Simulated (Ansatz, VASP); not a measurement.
**Ge in VASP and in Ansatz**

```
CELL_PARAMETERS angstrom
1.40334 -2.55729 0.00000
1.40334 2.55729 0.00000
0.00000 0.00000 2.64273
ATOMIC_POSITIONS crystal
Ge 0.50000 0.50000 0.00000
```

Change from the starting cell: strain +0.015 along x and y, +0.000 along z, atoms carried along.

Alike in both runs: task single point; functional PBEsol; k mesh 24 × 24 × 22; occupations gaussian, width 0.15 eV; no spin polarisation.

|  | VASP | Ansatz |
| --- | --- | --- |
| version | VASP 6.6.1 | Ansatz 0.2.0 |
| potentials or method | VASP PAW PBE potentials, release 64 (Ge_d), cutoff 520 eV | scalar-relativistic, plane waves, PAW |
| valence electrons in the cell | 14 | 14 |

|  | VASP | Ansatz | Ansatz less VASP |
| --- | --- | --- | --- |
| gap on the k mesh at the Fermi level (eV) | none | none | - |
| pressure (GPa) | -2.3 | -2.1 | +0.13 |
| traceless stress, the component that is largest in VASP (GPa) | -1.85 | -1.88 | -0.029 |

VASP's potentials were made for PBE, not for PBEsol. A gap of «none» marks a metal or a gap that the smearing closes.
